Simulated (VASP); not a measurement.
# SnTe (F-43m) in VASP: notebook

SnTe is run at these levels: LDA; tasks: single point, relaxation of volume and atoms at fixed shape.

All numbers are computed with VASP 6.6.1; they aren't measurements. Logs are shortened: lines on timing, memory, paths and dates and some standing lists are left out, and cuts for length are marked.

## 1. The cell of the first run

It takes space group F-43m (No. 216, cubic). The conventional cell has a = 7.004 Å, b = 7.004 Å, c = 7.004 Å, α = 90.00°, β = 90.00°, γ = 90.00°. Sn (site symmetry -43m) has 4 Te at 3.03 Å within 4.0 Å. Within 4.0 Å of Te (site symmetry -43m) lie 4 Sn at 3.03 Å.

## 2. Single point, LDA

File INCAR:

```
SYSTEM = SnTe
  ALGO = Normal
  EDIFF = 1E-6
  ENCUT = 520
  ISIF = 2
  ISMEAR = 1
  LASPH = .True.
  LCHARG = .True.
  LELF = .True.
  LREAL = .False.
  LVHAR = .True.
  LWAVE = .False.
  NBANDS = 17
  NELM = 60
  PREC = Accurate
  SIGMA = 0.02
```

File KPOINTS:

```
k-points
0
Gamma
  10 10 10
  0 0 0
```

File POSCAR:

```
SnTe
1.0
    4.9523740406      0.0000000000      0.0000000000
    2.4761870203      4.2888817282      0.0000000000
    2.4761870203      1.4296272427      4.0435964716
Sn Te
1 1
Direct
    0.0000000000      0.0000000000      0.0000000000
    0.7500000000      0.7500000000      0.7500000000
```

Potentials or basis: VASP PAW LDA potentials, release 64 (Sn_d, Te).

The run is started by

```
$ cat potpaw_LDA.64/Sn_d/POTCAR potpaw_LDA.64/Te/POTCAR > POTCAR
$ mpirun -np 1 vasp_std > vasp.out
```

OUTCAR:

```text
SYSTEM = SnTe
   EDIFF = 1E-6
   ENCUT = 520
   ISIF = 2
   ISMEAR = 1
   LASPH = .True.
   LREAL = .False.
   NELM = 60
   PREC = Accurate

 ion  position               nearest neighbor table
   1  0.000  0.000  0.000-   2 3.03   2 3.03   2 3.03   2 3.03
   2  0.750  0.750  0.750-   1 3.03   1 3.03   1 3.03   1 3.03

  LATTYP: Found a face centered cubic cell.
 ALAT       =     7.0037145342

  Lattice vectors:

 A1 = (   4.9523740406,   0.0000000000,   0.0000000000)
 A2 = (   2.4761870203,   4.2888817282,   0.0000000000)
 A3 = (   2.4761870203,   1.4296272427,   4.0435964716)

Analysis of symmetry for initial positions (statically):
=====================================================================
 Subroutine PRICEL returns:
 Original cell was already a primitive cell.

 Routine SETGRP: Setting up the symmetry group for a
 face centered cubic supercell.

 Subroutine GETGRP returns: Found 24 space group operations
 (whereof 24 operations were pure point group operations)
 out of a pool of 48 trial point group operations.

The static configuration has the point symmetry T_d .

Analysis of symmetry for dynamics (positions and initial velocities):
=====================================================================
 Subroutine PRICEL returns:
 Original cell was already a primitive cell.

 Routine SETGRP: Setting up the symmetry group for a
 face centered cubic supercell.

 Subroutine GETGRP returns: Found 24 space group operations
 (whereof 24 operations were pure point group operations)
 out of a pool of 48 trial point group operations.

The dynamic configuration has the point symmetry T_d .

 Subroutine INISYM returns: Found 24 space group operations
 (whereof 24 operations are pure point group operations),
 and found     1 'primitive' translations

----------------------------------------------------------------------------------------

                                     Primitive cell

  volume of cell :      85.8866

  direct lattice vectors                    reciprocal lattice vectors
     4.952374041  0.000000000  0.000000000     0.201923359 -0.116580506 -0.082434866
     2.476187020  4.288881728  0.000000000     0.000000000  0.233161011 -0.082434866
     2.476187020  1.429627243  4.043596472     0.000000000  0.000000000  0.247304598

  length of vectors
     4.952374041  4.952374041  4.952374041     0.247304598  0.247304598  0.247304598

  position of ions in fractional coordinates (direct lattice)
[... 73 lines left out ...]
   ISPIN  =      1    spin polarized calculation?
   LNONCOLLINEAR =      F non collinear calculations
   LSORBIT =      F    spin-orbit coupling
   LASPH  =      T    aspherical Exc in radial PAW
   ENCUT  =  520.0 eV  38.22 Ry    6.18 a.u.   9.21  9.21  9.21*2*pi/ulx,y,z
   NELM   =     60;   NELMIN=  2; NELMDL= -5     # of ELM steps
   EDIFF  = 0.1E-05   stopping-criterion for ELM
   LREAL  =      F    real-space projection
   EDIFFG = 0.1E-04   stopping-criterion for IOM
   NSW    =      0    number of steps for IOM
   IBRION =     -1    ionic relax: 0-MD 1-quasi-New 2-CG
   NFREE  =      0    steps in history (QN), initial steepest desc. (CG)
   ISIF   =      2    stress and relaxation
   ISYM   =      2    0-nonsym 1-usesym 2-fastsym
   POTIM  = 0.5000    time-step for ionic-motion
   TEBEG  =    0.0;   TEEND  =   0.0 temperature during run
   PSTRESS=    0.0 pullay stress
   NELECT =      20.0000    total number of electrons
   NUPDOWN=      -1.0000    fix difference up-down
   EMIN   =  10.00;   EMAX   =-10.00  energy-range for DOS
   EFERMI =   0.00;   METHOD = LEGACY
   ISMEAR =     1;   SIGMA  =   0.02  broadening in eV -4-tet -1-fermi 0-gaus
   EFERMI_NEDOS =   21; number of points for ismear=-14 and -15
   IALGO  =     38    algorithm
   IMIX   =      4    mixing-type and parameters
     AMIX     =   0.40;   BMIX     =  1.00
     AMIX_MAG =   1.60;   BMIX_MAG =  1.00
  volume/ion in A,a.u.               =      42.94       289.80
  Fermi-wavevector in a.u.,A,eV,Ry     =   1.007186  1.903306 13.802074  1.014424
  Thomas-Fermi vector in A             =   2.139975
   LORBIT       =      0    0 simple, 1 ext, 2 COOP (PROOUT), +10 PAW based schemes
   GGA     = CA    functional components
   LHFCALC =     F    Hartree Fock is set to
   AEXX    =    0.0000 exact exchange contribution
   IVDW    =     0    specifies the selected vdW correction
   LEPSILON=     F    determine dielectric tensor
   LRPA    =     F    only Hartree local field effects (RPA)
 non-spin polarized calculation
 Methfessel and Paxton  Order N= 1 SIGMA  =   0.02
  energy-cutoff  :      520.00
  volume of cell :       85.89
 maximum number of plane-waves:      2334
 NGX is ok and might be reduce to    40
   NGX = 19   NGY = 19   NGZ = 19

 number of electron      19.9999998 magnetization

 Free energy of the ion-electron system (eV)
  ---------------------------------------------------
  ext. energy  EPLUGINS =         0.00000000
  ---------------------------------------------------
  free energy    TOTEN  =        -8.05231020 eV

  energy without entropy =       -8.05229111  energy(sigma->0) =       -8.05230384

 E-fermi :   3.7914     XC(G=0):  -8.1704

 val. band max:        3.7070985493   @ k =  -0.3000   0.4000   0.2000
 cond. band min:       3.7966323557   @ k =  -0.3000   0.5000   0.2000
 fundamental gap:      0.0895338064
 Fermi energy:         3.7914018725

 k-point     1 :       0.0000    0.0000    0.0000
  band No.  band energies     occupation
      1     -17.9629      2.00000
      2     -17.9629      2.00000
      3     -17.9629      2.00000
      4     -17.9459      2.00000
      5     -17.9459      2.00000
      6      -8.3092      2.00000
[... 457 lines left out ...]
      4     -17.9468      2.00000
      5     -17.9449      2.00000
      6      -7.6128      2.00000
[... 9 lines left out ...]
     16      11.3964      0.00000
     17      12.7991      0.00000

 [... further k-points ...]
[... 5 lines left out ...]
  --------------------------------------------------------------------------------------
  -------------------------------------------------------------------------------------
  Total        0.0330705      0.0330705      0.0330705     -0.0000000     -0.0000000     -0.0000000
  in kB        0.6169156      0.6169156      0.6169156     -0.0000000     -0.0000000     -0.0000000
  external PRESSURE =       0.6169156 kB  Pullay stress =       0.0000000 kB

 VOLUME and BASIS-vectors are now :
 -----------------------------------------------------------------------------
  energy-cutoff  :      520.00
  volume of cell :       85.89
      direct lattice vectors                 reciprocal lattice vectors
     4.952374041  0.000000000  0.000000000     0.201923359 -0.116580506 -0.082434866
     2.476187020  4.288881728  0.000000000     0.000000000  0.233161011 -0.082434866
     2.476187020  1.429627243  4.043596472     0.000000000  0.000000000  0.247304598

 POSITION                                       TOTAL-FORCE (eV/Angst)
 -----------------------------------------------------------------------------------
      0.00000      0.00000      0.00000         0.000000     -0.000000     -0.000000
      7.42856      4.28888      3.03270        -0.000000      0.000000      0.000000
 -----------------------------------------------------------------------------------
    total drift:                                0.000000      0.000000      0.000000

  FREE ENERGIE OF THE ION-ELECTRON SYSTEM (eV)
  ---------------------------------------------------
  free  energy   TOTEN  =        -8.0523102009 eV

  energy  without entropy=       -8.0522911135  energy(sigma->0) =       -8.05230384
```

It took 96 s on 1 thread of Intel Xeon 8259CL, shared host; peak memory 0.24 GiB.

Results:

| Quantity | Value |
| --- | --- |
| Free energy | -8.0523 eV |
| Pressure | 0.1 GPa |
| Band gap on the k mesh | zero (bands 10 and 11 overlap by 0.19 eV) |

Levels at points of the mesh, in eV from the Fermi level:
```csv
k point,band 7,band 8,band 9,band 10,band 11,band 12,band 13,band 14
"(0.00, 0.00, 0.00)",-5.06,-2.17,-2.17,-2.17,0.87,0.87,0.87,3.85
"(0.50, 0.00, 0.00)",-7.35,-2.77,-2.77,-2.24,1.72,1.72,3.63,5.43
"(0.50, 0.50, 0.00)",-7.75,-3.53,-3.53,-0.81,-0.19,4.15,4.15,5.41
```

Caveat: semilocal functionals underestimate gaps, so a narrow gap can read as zero; spin-orbit coupling is left out, which moves the levels of the heavy elements.

## 3. Relaxation of volume and atoms at fixed shape, LDA

This run uses another cell than the first one, of 47.09 Å³/atom.

File INCAR:

```
SYSTEM = SnTe
  PREC = Accurate
  ENCUT = 600
  EDIFF = 1E-7
  ISMEAR = 1
  SIGMA = 0.02
  LREAL = .False.
  LASPH = .True.
  NELM = 100
  ALGO = Normal
  ISIF = 8
  LWAVE = .False.
  LCHARG = .False.
  GGA = CA
  IBRION = 2
  NSW = 60
  EDIFFG = -0.02
```

File KPOINTS:

```
regular mesh
0
Gamma
  10 10 10
  0 0 0
```

File POSCAR:

```
SnTe
1.0
    5.1069320000      0.0000000000      0.0000000000
    2.5534660000      4.4227328474      0.0000000000
    2.5534660000      1.4742442825      4.1697925170
Sn Te
1 1
Direct
    0.0000000000      0.0000000000      0.0000000000
    0.7500000000      0.7500000000      0.7500000000
```

Potentials or basis: VASP PAW LDA potentials, release 64 (Sn_d, Te).

The run is started by

```
$ cat potpaw_LDA.64/Sn_d/POTCAR potpaw_LDA.64/Te/POTCAR > POTCAR
$ mpirun -np 1 vasp_std > vasp.out
```

Run time: 4.2 min. Hardware: 1 thread of Intel Xeon 8259CL, shared host; peak memory 0.26 GiB.

Results (log left out):

```
Free energy                           : -8.0527 eV
Relaxed volume                        : 43.09 Å³/atom
Relaxed cell                          : a = 4.958 Å, b = 4.958 Å, c = 4.958 Å, α = 60.00°, β = 60.00°, γ = 60.00°
Space group after relaxing (to 0.1 Å) : F-43m (No. 216)
Energy gained by relaxing             : 28.8 meV/atom
Ionic steps                           : 3
Pressure after relaxing               : 0.0 GPa
Band gap on the k mesh                : zero (bands 10 and 11 overlap by 0.18 eV)
```

The path:
| step | energy change (eV) | largest force (eV/Å) | pressure (GPa) | volume (Å³) |
| --- | --- | --- | --- | --- |
| 1 | 0.0000 | 0.0000 | -2.13 | 94.18 |
| 2 | -0.0575 | 0.0000 | 0.10 | 85.89 |
| 3 | -0.0576 | 0.0000 | 0.00 | 86.18 |

Final structure:
```cif
data_structure
_symmetry_space_group_name_H-M 'P 1'
_symmetry_Int_Tables_number 1
_cell_length_a 4.9579
_cell_length_b 4.9579
_cell_length_c 4.9579
_cell_angle_alpha 60.000
_cell_angle_beta 60.000
_cell_angle_gamma 60.000
_cell_volume 86.18
loop_
_atom_site_label
_atom_site_type_symbol
_atom_site_fract_x
_atom_site_fract_y
_atom_site_fract_z
_atom_site_occupancy
Sn1 Sn 0.00000 0.00000 0.00000 1
Te1 Te 0.75000 0.75000 0.75000 1
```

Levels at points of the mesh, in eV from the Fermi level:
| k point | band 6 | band 7 | band 8 | band 9 | band 10 | band 11 | band 12 | band 13 | band 14 |
| --- | --- | --- | --- | --- | --- | --- | --- | --- | --- |
| (0.00, 0.00, 0.00) | -12.08 | -5.06 | -2.15 | -2.15 | -2.15 | 0.87 | 0.87 | 0.87 | 3.85 |
| (0.50, 0.00, 0.00) | -11.42 | -7.33 | -2.76 | -2.76 | -2.23 | 1.72 | 1.72 | 3.63 | 5.43 |
| (0.50, 0.50, 0.00) | -11.15 | -7.73 | -3.51 | -3.51 | -0.80 | -0.17 | 4.14 | 4.14 | 5.40 |

Caveat: semilocal functionals underestimate gaps, so a narrow gap can read as zero; spin-orbit coupling is left out, which moves the levels of the heavy elements.
